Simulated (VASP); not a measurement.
**TaN: single point with r2SCAN**

Crystal: TaN.

```
Ta N
1.0
     0.00000    2.19891    2.19891
     2.19891    0.00000    2.19891
     2.19891    2.19891    0.00000
Ta N
1 1
Direct
  0.50000 0.50000 0.50000
  0.00000 0.00000 0.00000
```

- Program: VASP 6.6.1
- Task: single point
- Functional: r2SCAN
- Potentials or basis: VASP PAW PBE potentials, release 64 (Ta_pv, N)
- Cutoff: 520 eV
- k mesh: 8 × 8 × 8
- Occupations: gaussian, width 0.1 eV
- Spin: no spin polarisation
- Dipole correction: no
- Further INCAR settings: ALGO = Normal; EDIFF = 1e-06; NBANDS = 15

The pressure is 1.8 GPa. The band gap on the k mesh is zero (band 8 reaches 11.54 eV, above the bottom of band 9 at 7.45 eV).

Levels at points of the mesh, in eV from the Fermi level:
| k point | band 4 | band 5 | band 6 | band 7 | band 8 | band 9 | band 10 | band 11 | band 12 | band 13 |
| --- | --- | --- | --- | --- | --- | --- | --- | --- | --- | --- |
| (0.00, 0.00, 0.00) | -20.07 | -4.20 | -4.20 | -4.20 | -2.23 | -2.23 | -2.23 | 0.08 | 0.08 | 1.73 |
| (0.50, 0.00, 0.00) | -17.06 | -10.89 | -8.05 | -8.05 | 1.87 | 1.87 | 2.02 | 4.04 | 7.77 | 7.77 |
| (0.50, 0.50, 0.00) | -18.84 | -7.14 | -5.67 | -5.06 | -5.06 | 2.16 | 3.49 | 3.49 | 4.66 | 7.32 |

Wall time 14 s on 1 thread of Intel(R) Xeon(R) 6975P-C (Granite Rapids), on a shared host, peak memory 0.14 GiB.

Caveat: the PAW data sets were made with another functional, which shifts forces and pressure a little; spin-orbit coupling is left out, which moves the levels of the heavy elements.
